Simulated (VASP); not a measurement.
Input of a VASP 6.6.1 run:

File INCAR:

```
SYSTEM = KF
PREC = Accurate
ENCUT = 520
EDIFF = 1E-8
ISMEAR = 0
SIGMA = 0.01
LREAL = .False.
LASPH = .True.
NELM = 100
ALGO = Normal
ISIF = 2
LWAVE = .False.
LCHARG = .False.
GGA = CA
NBANDS = 15
IBRION = 8
NSW = 1
LEPSILON = .True.
```

File KPOINTS:

```
Automatic mesh
0
Gamma
  8 8 8
  0 0 0
```

Contents of POSCAR:

```
KF
1.0
    0.0000000000      2.4604304205      2.4604304205
    2.4604304205      0.0000000000      2.4604304205
    2.4604304205      2.4604304205      0.0000000000
K F
1 1
Direct
    0.0000000000      0.0000000000      0.0000000000
    0.5000000000      0.5000000000      0.5000000000
```

Potentials or basis: VASP PAW LDA potentials, release 64 (K_sv, F).

The run is started by

```bash
$ cat potpaw_LDA.64/K_sv/POTCAR potpaw_LDA.64/F/POTCAR > POTCAR
$ mpirun -np 1 vasp_std > vasp.out
```

Q: Estimate the electronic dielectric tensor (diagonal).

A: 2.21.

Q: Predict the Born charges (mean of the diagonal).

A: K +1.18; F -1.18 e.

Q: What does it give for the highest phonon frequency at Γ, LO-TO splitting left out?

A: 297 cm⁻¹.

Phonon frequencies in cm⁻¹ (negative: imaginary):
```csv
q point,frequencies
"(0.000, 0.000, 0.000)",-1 -1 -1 297 297 297
```

Caveat: the cell stands under pressure or tension, which shifts response properties.
